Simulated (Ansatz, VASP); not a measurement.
Ta in VASP and in Ansatz

INCAR

```
ALGO     = Fast           # electronic algorithm
EDIFF    = 1E-6           # SCF threshold, eV
ENCUT    = 520            # plane-wave cutoff, eV
GGA      = PE             # functional
ISIF     = 2              # what is computed and relaxed
ISMEAR   = 0              # smearing method
LASPH    = True           # aspherical terms in the spheres
LCHARG   = False          # write CHGCAR
LREAL    = False          # projectors in reciprocal space
LWAVE    = False          # write WAVECAR
NBANDS   = 12             # bands
NELM     = 100            # most SCF steps
PREC     = Accurate       # precision mode
SIGMA    = 0.15           # smearing width, eV
```

File KPOINTS:

```
k-points
0
Gamma
  20 20 20
```

Contents of POSCAR:

```
Ta
1.0
   -1.6512800000      1.6512800000      1.8679279360
    1.6512800000     -1.6512800000      1.8679279360
    1.6512800000      1.6512800000     -1.8679279360
Ta
1
Direct
    0.0000000000      0.0000000000      0.0000000000
```

Input for Ansatz:

```yaml
crystal:
  lattice:
    - [-1.65128, 1.65128, 1.867927936]
    - [1.65128, -1.65128, 1.867927936]
    - [1.65128, 1.65128, -1.867927936]
  atoms:
    - { symbol: Ta, position: [0.0, 0.0, 0.0] }
basis:
  ecutwfc: 420
kpoints:
  mp_grid: { grid: [20, 20, 20] }
hamiltonian:
  xc: pbe
scf:
  occupations: { method: gaussian, width: 0.15 }
output:
  forces: true
  stress: true
  eigenvalues: true
```

Change from the starting cell: strain +0.1312 x Voigt [0, 0, 1, 0, 0, 0], atoms carried along.

Alike in both runs: task single point; functional PBE; k mesh 20 × 20 × 20; occupations gaussian, width 0.15 eV; no spin polarisation.

|  | VASP | Ansatz |
| --- | --- | --- |
| version | VASP 6.6.1 | Ansatz 0.2.0 |
| potentials or method | VASP PAW PBE potentials, release 64 (Ta_pv), cutoff 520 eV | scalar-relativistic, plane waves, PAW |
| valence electrons in the cell | 11 | 13 |

|  | VASP | Ansatz | Ansatz less VASP |
| --- | --- | --- | --- |
| gap on the k mesh at the Fermi level (eV) | none | none | - |
| pressure (GPa) | -16.1 | -16.1 | +0.03 |
| traceless stress, the component that is largest in VASP (GPa) | -5.01 | -5.01 | -0.004 |

A gap of «none» marks a metal or a gap that the smearing closes. VASP's potentials hold 11 valence electrons a cell and Ansatz's 13, so a difference there can come from the potentials and not from the codes.

Spin-orbit coupling is off throughout.
